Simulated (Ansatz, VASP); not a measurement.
V in VASP and in Ansatz

The input INCAR:

```
SYSTEM = V
ALGO = Normal
EDIFF = 1E-6
EDIFFG = -0.04
ENCUT = 600
GGA = PE
IBRION = 2
ISIF = 3
ISMEAR = 0
LASPH = .TRUE.
LCHARG = .FALSE.
LREAL = .FALSE.
LWAVE = .FALSE.
NELM = 60
NSW = 90
PREC = Accurate
SIGMA = 0.1
```

File KPOINTS:

```
k-points
0
G
  12 12 12
  0 0 0
```

The input POSCAR:

```
V
1.0
    2.1815497093      1.2595183119      0.8162677457
   -2.1815497093      1.2595183119      0.8162677457
    0.0000000000     -2.5190366238      0.8162677457
V
1
Direct
    0.0000000000      0.0000000000      0.0000000000
```

Input for Ansatz:

```yaml
crystal:
  lattice:
    - [2.1815497093, 1.2595183119, 0.8162677457]
    - [-2.1815497093, 1.2595183119, 0.8162677457]
    - [0.0, -2.5190366238, 0.8162677457]
  atoms:
    - { symbol: V, position: [0.0, 0.0, 0.0] }
basis:
  ecutwfc: 420
kpoints:
  mp_grid: { grid: [12, 12, 12] }
hamiltonian:
  xc: pbe
scf:
  occupations: { method: gaussian, width: 0.1 }
  lower_state_search: "off"
output:
  forces: true
  stress: true
  eigenvalues: true
relax:
  adjacent_minimum: "off"
  f_tol: 0.04
  max_steps: 70
  cell: { stress_tol: 0.4 }
```

Change from the starting cell: the structure that the rattled cell fell into.

Alike in both runs: task relaxation of cell and atoms; functional PBE; k mesh 12 × 12 × 12; occupations gaussian, width 0.1 eV; no spin polarisation.

```csv
,VASP,Ansatz
version,VASP 6.6.1,Ansatz 0.2.0
potentials or method,"VASP PAW PBE potentials, release 64 (V_sv), cutoff 600 eV","scalar-relativistic, plane waves, PAW"
valence electrons in the cell,13,13
```

|  | VASP | Ansatz | Ansatz less VASP |
| --- | --- | --- | --- |
| gap on the k mesh at the Fermi level, each at its own relaxed structure (eV) | none | none | - |
| relaxed volume (Å³/atom) | 13.46 | 13.46 | 0.000 |
| relaxed cell length with the largest relative difference (Å) | 2.648 | 2.648 | 0.0000 |

A gap of «none» marks a metal or a gap that the smearing closes.

Noted on VASP's run: the relaxation stopped at its first step, so nothing moved.
